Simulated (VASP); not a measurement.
# CuGe2 (I4/mmm) in VASP: a series of runs

CuGe2 is run at these levels: PBE; tasks: single point, relaxation of cell and atoms.

All numbers are computed with VASP 6.6.1; they aren't measurements. Logs are shortened: lines on timing, memory, paths and dates and some standing lists are left out, and cuts for length are marked.

**1. The cell of the first run**

Symmetry: I4/mmm, No. 139, tetragonal system. Conventional cell: a = 2.869 Å, b = 2.869 Å, c = 12.297 Å, α = 90.00°, β = 90.00°, γ = 90.00°. Cu (site symmetry 4/mmm) has 8 Ge at 2.68 Å and 4 Cu at 2.87 Å within 3.5 Å. Ge (site symmetry 4mm) has 4 Cu at 2.68 Å and 9 Ge at 2.87 to 3.50 Å within 3.5 Å.

**2. Single point, PBE**

Contents of INCAR:

```
SYSTEM = CuGe2
PREC = Accurate ; ENCUT = 520
EDIFF = 1E-7 ; ISMEAR = 0
SIGMA = 0.1 ; LREAL = .FALSE.
LASPH = .TRUE. ; NELM = 80
ALGO = Normal ; ISIF = 2
LWAVE = .FALSE. ; LCHARG = .TRUE.
GGA = PE ; LELF = .TRUE.
LVHAR = .TRUE. ; NBANDS = 26
```

Contents of KPOINTS:

```
regular mesh
0
G
  10 10 10
  0 0 0
```

Contents of POSCAR:

```
CuGe2
1.0
   -1.4342902934      1.4342902934      6.1487042410
    1.4342902934     -1.4342902934      6.1487042410
    1.4342902934      1.4342902934     -6.1487042410
Cu Ge
1 2
Direct
    0.0000000000      0.0000000000      0.0000000000
    0.3577940485      0.3577940485      0.0000000000
    0.6422059515      0.6422059515      0.0000000000
```

Potentials or basis: VASP PAW PBE potentials, release 64 (Cu, Ge_d).

On the command line:

```sh
> cat potpaw_PBE.64/Cu/POTCAR potpaw_PBE.64/Ge_d/POTCAR > POTCAR
> mpirun -np 1 vasp_std > vasp.out
```

OUTCAR:

```text
SYSTEM = CuGe2
   PREC = Accurate
   ENCUT = 520
   EDIFF = 1E-7
   ISMEAR = 0
   LREAL = .FALSE.
   LASPH = .TRUE.
   NELM = 80
   ISIF = 2
   GGA = PE

 ion  position               nearest neighbor table
   1  0.000  0.000  0.000-   3 2.68   3 2.68   3 2.68   2 2.68   3 2.68   2 2.68   2 2.68   2 2.68

   2  0.358  0.358  0.000-   1 2.68   1 2.68   1 2.68   1 2.68
   3  0.642  0.642  0.000-   1 2.68   1 2.68   1 2.68   1 2.68

  LATTYP: Found a body centered tetragonal cell.
 ALAT       =     2.8685805868
 C/A-ratio  =     4.2869315014

  Lattice vectors:

 A1 = (  -1.4342902934,   1.4342902934,   6.1487042410)
 A2 = (   1.4342902934,  -1.4342902934,   6.1487042410)
 A3 = (   1.4342902934,   1.4342902934,  -6.1487042410)

Analysis of symmetry for initial positions (statically):
=====================================================================
 Subroutine PRICEL returns:
 Original cell was already a primitive cell.

 Routine SETGRP: Setting up the symmetry group for a
 body centered tetragonal supercell.

 Subroutine GETGRP returns: Found 16 space group operations
 (whereof 16 operations were pure point group operations)
 out of a pool of 16 trial point group operations.

The static configuration has the point symmetry D_4h.

Analysis of symmetry for dynamics (positions and initial velocities):
=====================================================================
 Subroutine PRICEL returns:
 Original cell was already a primitive cell.

 Routine SETGRP: Setting up the symmetry group for a
 body centered tetragonal supercell.

 Subroutine GETGRP returns: Found 16 space group operations
 (whereof 16 operations were pure point group operations)
 out of a pool of 16 trial point group operations.

The dynamic configuration has the point symmetry D_4h.

 Subroutine INISYM returns: Found 16 space group operations
 (whereof 16 operations are pure point group operations),
 and found     1 'primitive' translations

----------------------------------------------------------------------------------------

                                     Primitive cell

  volume of cell :      50.5962

  direct lattice vectors                    reciprocal lattice vectors
    -1.434290293  1.434290293  6.148704241     0.000000000  0.348604465  0.081317946
     1.434290293 -1.434290293  6.148704241     0.348604465  0.000000000  0.081317946
     1.434290293  1.434290293 -6.148704241     0.348604465  0.348604465  0.000000000

  length of vectors
     6.474638301  6.474638301  6.474638301     0.357963240  0.357963240  0.493001162

  position of ions in fractional coordinates (direct lattice)
     0.000000000  0.000000000  0.000000000
     0.357794048  0.357794048  0.000000000
     0.642205952  0.642205952  0.000000000

  ion indices of the primitive-cell ions
   primitive index   ion index
                 1           1
                 2           2
                 3           3

----------------------------------------------------------------------------------------

 KPOINTS: regular mesh

Automatic generation of k-mesh.
 Grid dimensions read from file:
 generate k-points for:   10   10   10

 Generating k-lattice:

  Cartesian coordinates                     Fractional coordinates (reciprocal lattice)
     0.000000000  0.034860446  0.008131795     0.100000000  0.000000000  0.000000000
     0.034860446  0.000000000  0.008131795     0.000000000  0.100000000  0.000000000
     0.034860446  0.034860446  0.000000000     0.000000000  0.000000000  0.100000000

  Length of vectors
     0.035796324  0.035796324  0.049300116

  Shift w.r.t. Gamma in fractional coordinates (k-lattice)
     0.000000000  0.000000000  0.000000000

 Subroutine IBZKPT returns following result:
 ===========================================

 Found    102 irreducible k-points:

 Following reciprocal coordinates:
            Coordinates               Weight
  0.000000  0.000000  0.000000      1.000000
  0.100000  0.000000 -0.000000      8.000000
  0.200000  0.000000 -0.000000      8.000000
  0.300000 -0.000000  0.000000      8.000000
  0.400000 -0.000000  0.000000      8.000000
  0.500000 -0.000000  0.000000      4.000000
[... 16 lines left out ...]
  0.300000  0.300000  0.000000      8.000000
  0.400000  0.300000  0.000000     16.000000
 [... further k-points ...]
   k-points           NKPTS =    102   k-points in BZ     NKDIM =    102   number of bands    NBANDS=     26
   number of dos      NEDOS =    301   number of ions     NIONS =      3
   total plane-waves  NPLWV = 110592
   dimension x,y,z NGX =    48 NGY =   48 NGZ =   48
   dimension x,y,z NGXF=    96 NGYF=   96 NGZF=   96
   ions per type =               1   2
   NGX,Y,Z   is equivalent  to a cutoff of  12.32, 12.32, 12.32 a.u.
   NGXF,Y,Z  is equivalent  to a cutoff of  24.65, 24.65, 24.65 a.u.
 SYSTEM =  CuGe2
   PREC   = accura    normal or accurate (medium, high low for compatibility)
   ISTART =      0    job   : 0-new  1-cont  2-samecut
   ICHARG =      2    charge: 1-file 2-atom 10-const
   ISPIN  =      1    spin polarized calculation?
   LNONCOLLINEAR =      F non collinear calculations
   LSORBIT =      F    spin-orbit coupling
   LASPH  =      T    aspherical Exc in radial PAW
   ENCUT  =  520.0 eV  38.22 Ry    6.18 a.u.  12.04 12.04 12.04*2*pi/ulx,y,z
   NELM   =     80;   NELMIN=  2; NELMDL= -5     # of ELM steps
   EDIFF  = 0.1E-06   stopping-criterion for ELM
   LREAL  =      F    real-space projection
   EDIFFG = 0.1E-05   stopping-criterion for IOM
   NSW    =      0    number of steps for IOM
   IBRION =     -1    ionic relax: 0-MD 1-quasi-New 2-CG
   NFREE  =      0    steps in history (QN), initial steepest desc. (CG)
   ISIF   =      2    stress and relaxation
   ISYM   =      2    0-nonsym 1-usesym 2-fastsym
   POTIM  = 0.5000    time-step for ionic-motion
   TEBEG  =    0.0;   TEEND  =   0.0 temperature during run
   PSTRESS=    0.0 pullay stress
   NELECT =      39.0000    total number of electrons
   NUPDOWN=      -1.0000    fix difference up-down
   EMIN   =  10.00;   EMAX   =-10.00  energy-range for DOS
   EFERMI =   0.00;   METHOD = LEGACY
   ISMEAR =     0;   SIGMA  =   0.10  broadening in eV -4-tet -1-fermi 0-gaus
   EFERMI_NEDOS =   21; number of points for ismear=-14 and -15
   IALGO  =     38    algorithm
   IMIX   =      4    mixing-type and parameters
     AMIX     =   0.40;   BMIX     =  1.00
     AMIX_MAG =   1.60;   BMIX_MAG =  1.00
  volume/ion in A,a.u.               =      16.87       113.81
  Fermi-wavevector in a.u.,A,eV,Ry     =   1.501034  2.836543 30.655319  2.253102
  Thomas-Fermi vector in A             =   2.612457
   LORBIT       =      0    0 simple, 1 ext, 2 COOP (PROOUT), +10 PAW based schemes
   GGA     = PE    functional components
   LHFCALC =     F    Hartree Fock is set to
   AEXX    =    0.0000 exact exchange contribution
   IVDW    =     0    specifies the selected vdW correction
   LEPSILON=     F    determine dielectric tensor
   LRPA    =     F    only Hartree local field effects (RPA)
 non-spin polarized calculation
 Gauss-broadening in eV      SIGMA  =   0.10
  energy-cutoff  :      520.00
  volume of cell :       50.60
 maximum number of plane-waves:      1383
   NGX = 25   NGY = 25   NGZ = 25

 number of electron      38.9999993 magnetization

 Free energy of the ion-electron system (eV)
  ---------------------------------------------------
  ext. energy  EPLUGINS =         0.00000000
  ---------------------------------------------------
  free energy    TOTEN  =       -12.18616721 eV

  energy without entropy =      -12.18332697  energy(sigma->0) =      -12.18474709

 E-fermi :   6.7475     XC(G=0): -11.4978

 val. band max:        6.7452298542   @ k =   0.5000   0.3000   0.0000
 cond. band min:       6.8543330727   @ k =  -0.3000   0.5000   0.2000
 fundamental gap:      0.1091032184
 Fermi energy:         6.7474622199

 k-point     1 :       0.0000    0.0000    0.0000
  band No.  band energies     occupation
      1     -17.9269      2.00000
      2     -17.9215      2.00000
      3     -17.8600      2.00000
      4     -17.8519      2.00000
      5     -17.8053      2.00000
      6     -17.8053      2.00000
[... 18 lines left out ...]
     25      15.9551      0.00000
     26      16.7969      0.00000

 k-point     2 :       0.1000    0.0000   -0.0000
  band No.  band energies     occupation
      1     -17.9183      2.00000
      2     -17.9131      2.00000
      3     -17.8560      2.00000
      4     -17.8475      2.00000
      5     -17.8093      2.00000
      6     -17.8046      2.00000
[... 18 lines left out ...]
     25      16.4591      0.00000
     26      17.2403      0.00000

 k-point     3 :       0.2000    0.0000   -0.0000
  band No.  band energies     occupation
      1     -17.9002      2.00000
      2     -17.8963      2.00000
      3     -17.8414      2.00000
      4     -17.8332      2.00000
      5     -17.8189      2.00000
      6     -17.8097      2.00000
[... 18 lines left out ...]
     25      15.8629      0.00000
     26      16.9162      0.00000

 k-point     4 :       0.3000   -0.0000    0.0000
  band No.  band energies     occupation
      1     -17.8870      2.00000
      2     -17.8840      2.00000
      3     -17.8363      2.00000
      4     -17.8317      2.00000
      5     -17.8076      2.00000
      6     -17.8070      2.00000
[... 18 lines left out ...]
     25      15.2182      0.00000
     26      16.3654      0.00000
[... 496 lines left out ...]
      1     -17.8605      2.00000
      2     -17.8571      2.00000
      3     -17.8359      2.00000
      4     -17.8274      2.00000
      5     -17.8216      2.00000
      6     -17.8171      2.00000
[... 18 lines left out ...]
     25      16.7950      0.00000
     26      17.0212      0.00000

 k-point    23 :       0.3000    0.3000    0.0000
  band No.  band energies     occupation
      1     -17.8405      2.00000
      2     -17.8400      2.00000
      3     -17.8387      2.00000
      4     -17.8339      2.00000
      5     -17.8232      2.00000
      6     -17.8156      2.00000
[... 18 lines left out ...]
     25      12.9596      0.00000
     26      14.5432      0.00000

 k-point    24 :       0.4000    0.3000    0.0000
  band No.  band energies     occupation
      1     -17.8519      2.00000
      2     -17.8511      2.00000
      3     -17.8476      2.00000
      4     -17.8428      2.00000
      5     -17.8235      2.00000
      6     -17.8174      2.00000
[... 18 lines left out ...]
     25      12.6221      0.00000
     26      13.2778      0.00000

 [... further k-points ...]

------------------------ aborting loop because EDIFF is reached ----------------------------------------

  FORCE on cell =-STRESS in cart. coord.  units (eV):
  Direction    XX          YY          ZZ          XY          YZ          ZX
  --------------------------------------------------------------------------------------
  -------------------------------------------------------------------------------------
  Total        0.0511830      0.0511830      0.2192626      0.0000000      0.0000000      0.0000000
  in kB        1.6207598      1.6207598      6.9431639      0.0000000      0.0000000      0.0000000
  external PRESSURE =       3.3948945 kB  Pullay stress =       0.0000000 kB

 VOLUME and BASIS-vectors are now :
 -----------------------------------------------------------------------------
  energy-cutoff  :      520.00
  volume of cell :       50.60
      direct lattice vectors                 reciprocal lattice vectors
    -1.434290293  1.434290293  6.148704241     0.000000000  0.348604465  0.081317946
     1.434290293 -1.434290293  6.148704241     0.348604465  0.000000000  0.081317946
     1.434290293  1.434290293 -6.148704241     0.348604465  0.348604465  0.000000000

 POSITION                                       TOTAL-FORCE (eV/Angst)
 -----------------------------------------------------------------------------------
      0.00000      0.00000      0.00000        -0.000000     -0.000000      0.000000
      0.00000      0.00000      4.39994        -0.000000     -0.000000     -0.032344
      0.00000      0.00000      7.89747         0.000000      0.000000      0.032344
 -----------------------------------------------------------------------------------
    total drift:                                0.000000      0.000000      0.000000

  FREE ENERGIE OF THE ION-ELECTRON SYSTEM (eV)
  ---------------------------------------------------
  free  energy   TOTEN  =       -12.1861672140 eV

  energy  without entropy=      -12.1833269697  energy(sigma->0) =      -12.18474709
```

It took 6.4 min on 1 thread of Intel Xeon Platinum 8259CL at 2.50GHz (Skylake/Cascade Lake), shared host; peak memory 0.39 GiB.

What came out:

```
Free energy            : -12.1862 eV
Pressure               : 0.3 GPa
Largest force          : 0.032 eV/Å
Band gap on the k mesh : zero (an odd number of electrons rules out a gap without spin polarisation)
```

Forces in eV/Å, atoms in the order of the input:
```
Cu   0.000  0.000  0.000
Ge   0.000  0.000 -0.032
Ge   0.000  0.000  0.032
```

Caveat: an odd number of electrons without spin polarisation forces a metal; a magnetic or distorted state may lie lower.

(Continued in part 2 of 2.)

The gap in the log of VASP goes by the Fermi energy; the results here count the filled bands.